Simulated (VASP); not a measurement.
# Mo12C in VASP: single point with PBE

Aim: the single point of Mo12C with PBE.

Program: VASP 6.6.1. These are calculated values, not measurements. Logs are shortened: lines on timing, memory, paths and dates and some standing lists are left out, and cuts for length are marked.

## Step 1: The cell of the first run

The cell holds a slab with vacuum, 13 atoms: a = 5.474 Å, b = 5.474 Å, c = 19.808 Å, α = 90.00°, β = 90.00°, γ = 109.47°.

## Step 2: Single point, PBE

The input, INCAR:

```
SYSTEM = Mo12C
ALGO = Normal
DIPOL = 0.5 0.5 0.326
EDIFF = 1E-6
ENCUT = 520
GGA = PE
IDIPOL = 3
ISIF = 2
ISMEAR = 0
LASPH = .True.
LCHARG = .False.
LDIPOL = .True.
LREAL = .False.
LWAVE = .False.
NBANDS = 98
NELM = 60
PREC = Accurate
SIGMA = 0.1
```

The input, KPOINTS:

```
k-points
0
Gamma
  5 5 1
  0 0 0
```

The input, POSCAR:

```
Mo12C
1.0
    5.4740406976      0.0000000000      0.0000000000
   -1.8246802325      5.1609750636      0.0000000000
    0.0000000000      0.0000000000     19.8082144184
Mo C
12 1
Direct
    0.2500000000      0.2500000000      0.2019364247
    0.2500000000      0.7500000000      0.2019364247
    0.7500000000      0.2500000000      0.2019364247
    0.7500000000      0.7500000000      0.2019364247
    0.0000000000      0.0000000000      0.3106872620
    0.0000000000      0.5000000000      0.3106872620
    0.5000000000      0.0000000000      0.3106872620
    0.5000000000      0.5000000000      0.3106872620
    0.2500000000      0.2500000000      0.4194327789
    0.2500000000      0.7500000000      0.4194327789
    0.7500000000      0.2500000000      0.4194327789
    0.7500000000      0.7500000000      0.4194327789
    0.2500000000      0.3333333333      0.5079194290
```

Potentials or basis: VASP PAW PBE potentials, release 64 (Mo_sv, C).

Launch:

```sh
cat potpaw_PBE.64/Mo_sv/POTCAR potpaw_PBE.64/C/POTCAR > POTCAR
mpirun -np 1 vasp_std > vasp.out
```

OUTCAR:

```text
SYSTEM = Mo12C
   EDIFF = 1E-6
   ENCUT = 520
   GGA = PE
   ISIF = 2
   ISMEAR = 0
   LASPH = .True.
   LREAL = .False.
   NELM = 60
   PREC = Accurate

 ion  position               nearest neighbor table
   1  0.250  0.250  0.202-   5 2.67   8 2.67   2 2.74   2 2.74   3 2.74   3 2.74   7 3.10   6 3.10
                             4 3.16   4 3.16
   2  0.250  0.750  0.202-   6 2.67   7 2.67   1 2.74   1 2.74   4 2.74   4 2.74   5 3.10   8 3.10
                             3 3.16   3 3.16
   3  0.750  0.250  0.202-   6 2.67   7 2.67   4 2.74   4 2.74   1 2.74   1 2.74   5 3.10   8 3.10
                             2 3.16   2 3.16
   4  0.750  0.750  0.202-   5 2.67   8 2.67   3 2.74   3 2.74   2 2.74   2 2.74   7 3.10   6 3.10
                             1 3.16   1 3.16
   5  0.000  0.000  0.311-   9 2.67  12 2.67   1 2.67   4 2.67   6 2.74   6 2.74   7 2.74   7 2.74
                            11 3.10  10 3.10   3 3.10   2 3.10   8 3.16   8 3.16
   6  0.000  0.500  0.311-  10 2.67  11 2.67   2 2.67   3 2.67   5 2.74   5 2.74   8 2.74   8 2.74
                             9 3.10  12 3.10   1 3.10   4 3.10   7 3.16   7 3.16
   7  0.500  0.000  0.311-  10 2.67  11 2.67   2 2.67   3 2.67   8 2.74   8 2.74   5 2.74   5 2.74
                             9 3.10  12 3.10   1 3.10   4 3.10   6 3.16   6 3.16
   8  0.500  0.500  0.311-   9 2.67  12 2.67   1 2.67   4 2.67   7 2.74   7 2.74   6 2.74   6 2.74
                            11 3.10  10 3.10   3 3.10   2 3.10   5 3.16   5 3.16
   9  0.250  0.250  0.419-  13 1.81   8 2.67   5 2.67  10 2.74  10 2.74  11 2.74  11 2.74   6 3.10
                             7 3.10  12 3.16  12 3.16
  10  0.250  0.750  0.419-   6 2.67   7 2.67   9 2.74   9 2.74  12 2.74  12 2.74   5 3.10   8 3.10
                            11 3.16  11 3.16
  11  0.750  0.250  0.419-   6 2.67   7 2.67  12 2.74  12 2.74   9 2.74   9 2.74   5 3.10   8 3.10
                            10 3.16  10 3.16
  12  0.750  0.750  0.419-   5 2.67   8 2.67  11 2.74  11 2.74  10 2.74  10 2.74   7 3.10   6 3.10
                             9 3.16   9 3.16
  13  0.250  0.333  0.508-   9 1.81

  LATTYP: Found a base centered orthorhombic cell.
 ALAT       =     6.3208777406
 B/A-ratio  =     1.4142135624
 C/A-ratio  =     3.1337759139

  Lattice vectors:

 A1 = (   5.4740406976,   0.0000000000,   0.0000000000)
 A2 = (  -1.8246802325,   5.1609750636,   0.0000000000)
 A3 = (   0.0000000000,   0.0000000000,  19.8082144184)

Analysis of symmetry for initial positions (statically):
=====================================================================
 Subroutine PRICEL returns:
 Original cell was already a primitive cell.

 Routine SETGRP: Setting up the symmetry group for a
 base centered orthorhombic supercell.

 Subroutine GETGRP returns: Found  1 space group operations
 (whereof  1 operations were pure point group operations)
 out of a pool of  8 trial point group operations.

The static configuration has the point symmetry C_1 .

Analysis of symmetry for dynamics (positions and initial velocities):
=====================================================================
 Subroutine PRICEL returns:
 Original cell was already a primitive cell.

 Routine SETGRP: Setting up the symmetry group for a
 base centered orthorhombic supercell.

 Subroutine GETGRP returns: Found  1 space group operations
 (whereof  1 operations were pure point group operations)
 out of a pool of  8 trial point group operations.

The dynamic configuration has the point symmetry C_1 .

 Subroutine INISYM returns: Found  1 space group operations
 (whereof  1 operations are pure point group operations),
 and found     1 'primitive' translations

----------------------------------------------------------------------------------------

                                     Primitive cell

  volume of cell :     559.6095

  direct lattice vectors                    reciprocal lattice vectors
     5.474040698  0.000000000  0.000000000     0.182680410  0.064587278  0.000000000
    -1.824680232  5.160975064  0.000000000     0.000000000  0.193761835  0.000000000
     0.000000000  0.000000000 19.808214418     0.000000000  0.000000000  0.050484106

  length of vectors
     5.474040698  5.474040698 19.808214418     0.193761835  0.193761835  0.050484106

  position of ions in fractional coordinates (direct lattice)
     0.250000000  0.250000000  0.201936425
     0.250000000  0.750000000  0.201936425
     0.750000000  0.250000000  0.201936425
     0.750000000  0.750000000  0.201936425
     0.000000000  0.000000000  0.310687262
     1.000000000  0.500000000  0.310687262
     0.500000000  0.000000000  0.310687262
[... 57 lines left out ...]
  0.400000  0.200000  0.000000      2.000000
  0.200000  0.400000  0.000000      2.000000
 -0.400000  0.200000  0.000000      2.000000
  0.200000 -0.400000  0.000000      2.000000
 -0.200000  0.200000  0.000000      2.000000
  0.400000  0.400000  0.000000      2.000000
 -0.400000  0.400000  0.000000      2.000000
   k-points           NKPTS =     13   k-points in BZ     NKDIM =     13   number of bands    NBANDS=     98
   number of dos      NEDOS =    301   number of ions     NIONS =     13
   total plane-waves  NPLWV = 264600
   dimension x,y,z NGX =    42 NGY =   42 NGZ =  150
   dimension x,y,z NGXF=    84 NGYF=   84 NGZF=  300
   ions per type =              12   1
   NGX,Y,Z   is equivalent  to a cutoff of  12.76, 12.76, 12.59 a.u.
   NGXF,Y,Z  is equivalent  to a cutoff of  25.51, 25.51, 25.18 a.u.
 SYSTEM =  Mo12C
   PREC   = accura    normal or accurate (medium, high low for compatibility)
   ISTART =      0    job   : 0-new  1-cont  2-samecut
   ICHARG =      2    charge: 1-file 2-atom 10-const
   ISPIN  =      1    spin polarized calculation?
   LNONCOLLINEAR =      F non collinear calculations
   LSORBIT =      F    spin-orbit coupling
   LASPH  =      T    aspherical Exc in radial PAW
   ENCUT  =  520.0 eV  38.22 Ry    6.18 a.u.  10.18 10.18 36.83*2*pi/ulx,y,z
   NELM   =     60;   NELMIN=  2; NELMDL= -5     # of ELM steps
   EDIFF  = 0.1E-05   stopping-criterion for ELM
   LREAL  =      F    real-space projection
   EDIFFG = 0.1E-04   stopping-criterion for IOM
   NSW    =      0    number of steps for IOM
   IBRION =     -1    ionic relax: 0-MD 1-quasi-New 2-CG
   NFREE  =      0    steps in history (QN), initial steepest desc. (CG)
   ISIF   =      2    stress and relaxation
   ISYM   =      2    0-nonsym 1-usesym 2-fastsym
   POTIM  = 0.5000    time-step for ionic-motion
   TEBEG  =    0.0;   TEEND  =   0.0 temperature during run
   PSTRESS=    0.0 pullay stress
   NELECT =     172.0000    total number of electrons
   NUPDOWN=      -1.0000    fix difference up-down
   EMIN   =  10.00;   EMAX   =-10.00  energy-range for DOS
   EFERMI =   0.00;   METHOD = LEGACY
   ISMEAR =     0;   SIGMA  =   0.10  broadening in eV -4-tet -1-fermi 0-gaus
   EFERMI_NEDOS =   21; number of points for ismear=-14 and -15
   IALGO  =     38    algorithm
   IMIX   =      4    mixing-type and parameters
     AMIX     =   0.40;   BMIX     =  1.00
     AMIX_MAG =   1.60;   BMIX_MAG =  1.00
  volume/ion in A,a.u.               =      43.05       290.49
  Fermi-wavevector in a.u.,A,eV,Ry     =   1.104814  2.087796 16.607470  1.220615
  Thomas-Fermi vector in A             =   2.241292
   LORBIT       =      0    0 simple, 1 ext, 2 COOP (PROOUT), +10 PAW based schemes
   GGA     = PE    functional components
   LHFCALC =     F    Hartree Fock is set to
   AEXX    =    0.0000 exact exchange contribution
   IVDW    =     0    specifies the selected vdW correction
   LEPSILON=     F    determine dielectric tensor
   LRPA    =     F    only Hartree local field effects (RPA)
 non-spin polarized calculation
 Gauss-broadening in eV      SIGMA  =   0.10
  energy-cutoff  :      520.00
  volume of cell :      559.61
 maximum number of plane-waves:     15102
 NGX is ok and might be reduce to    42
   NGX = 21   NGY = 21   NGZ = 73

 dipolmoment           0.000000      0.000000     -0.061293 electrons x Angstroem

 number of electron     171.9999986 magnetization

 dipolmoment           0.000000      0.000000      0.171220 electrons x Angstroem

 Free energy of the ion-electron system (eV)
  ---------------------------------------------------
  ext. energy  EPLUGINS =         0.00000000
  ---------------------------------------------------
  free energy    TOTEN  =      -127.48161795 eV

  energy without entropy =     -127.40833456  energy(sigma->0) =     -127.44497625

 E-fermi :   0.9906     XC(G=0):  -5.6936

 val. band max:        0.9828357524   @ k =   0.2000  -0.4000   0.0000
 cond. band min:       0.9969676271   @ k =   0.4000   0.4000   0.0000
 fundamental gap:      0.0141318747
 Fermi energy:         0.9905994852

 k-point     1 :       0.0000    0.0000    0.0000
  band No.  band energies     occupation
      1     -60.2303      2.00000
      2     -60.0614      2.00000
      3     -60.0386      2.00000
      4     -59.9909      2.00000
      5     -59.9776      2.00000
      6     -59.9166      2.00000
[... 1302 lines left out ...]
     97       1.8391      0.00000
     98       1.9236      0.00000

------------------------ aborting loop because EDIFF is reached ----------------------------------------

 vacuum level on the upper side and lower side of the slab       (xc-potential included)         0.413        -0.642

  FORCE on cell =-STRESS in cart. coord.  units (eV):
  Direction    XX          YY          ZZ          XY          YZ          ZX
  --------------------------------------------------------------------------------------
  -------------------------------------------------------------------------------------
  Total       -8.7373793     -8.1388535      3.1840563     -0.1433485      1.5945499     -0.4987871
  in kB      -25.0153546    -23.3017588      9.1160398     -0.4104107      4.5652397     -1.4280411
  external PRESSURE =     -13.0670245 kB  Pullay stress =       0.0000000 kB

 VOLUME and BASIS-vectors are now :
 -----------------------------------------------------------------------------
  energy-cutoff  :      520.00
  volume of cell :      559.61
      direct lattice vectors                 reciprocal lattice vectors
     5.474040698  0.000000000  0.000000000     0.182680410  0.064587278  0.000000000
    -1.824680232  5.160975064  0.000000000     0.000000000  0.193761835  0.000000000
     0.000000000  0.000000000 19.808214418     0.000000000  0.000000000  0.050484106

 POSITION                                       TOTAL-FORCE (eV/Angst)
 -----------------------------------------------------------------------------------
      0.91234      1.29024      4.00000         0.046760      0.030451      0.012343
      0.00000      3.87073      4.00000        -0.032057     -0.011871     -0.159943
      3.64936      1.29024      4.00000         0.016310     -0.010710     -0.146034
      2.73702      3.87073      4.00000         0.002774      0.064551      0.280988
      0.00000      0.00000      6.15416        -0.288151     -0.452555     -0.748264
     -0.91234      2.58049      6.15416        -0.132749      0.001844      0.035603
      2.73702      0.00000      6.15416         0.108081     -0.107148      0.134598
      1.82468      2.58049      6.15416         0.376631      0.487901     -0.858361
      0.91234      1.29024      8.30821        -0.253551     -0.463113      0.281684
      0.00000      3.87073      8.30821         0.099038     -0.492597      0.832368
      3.64936      1.29024      8.30821        -0.058337      0.016795      0.551939
      2.73702      3.87073      8.30821         0.238361     -0.065361     -0.280062
      0.76028      1.72033     10.06098        -0.123110      1.001814      0.063143
 -----------------------------------------------------------------------------------
    total drift:                               -0.000004     -0.000002      0.000571

  FREE ENERGIE OF THE ION-ELECTRON SYSTEM (eV)
  ---------------------------------------------------
  free  energy   TOTEN  =      -127.4816179502 eV

  energy  without entropy=     -127.4083345563  energy(sigma->0) =     -127.44497625

 vacuum level on the upper side and lower side of the slab         6.681         5.586
```

Wall time 32 min (1 thread of Intel Xeon Platinum 8559C (Emerald Rapids), shared host); peak memory 0.82 GiB.

Results:

```
Free energy            : -127.4816 eV
Largest force          : 1.057 eV/Å
Band gap on the k mesh : zero (bands 86 and 87 overlap by 1.51 eV)
```

Forces on the atoms (eV/Å):
```
Mo   0.047  0.030  0.012
Mo  -0.032 -0.012 -0.160
Mo   0.016 -0.011 -0.146
Mo   0.003  0.065  0.281
Mo  -0.288 -0.453 -0.748
Mo  -0.133  0.002  0.036
Mo   0.108 -0.107  0.135
Mo   0.377  0.488 -0.858
Mo  -0.254 -0.463  0.282
Mo   0.099 -0.493  0.832
Mo  -0.058  0.017  0.552
Mo   0.238 -0.065 -0.280
C   -0.123  1.002  0.063
```
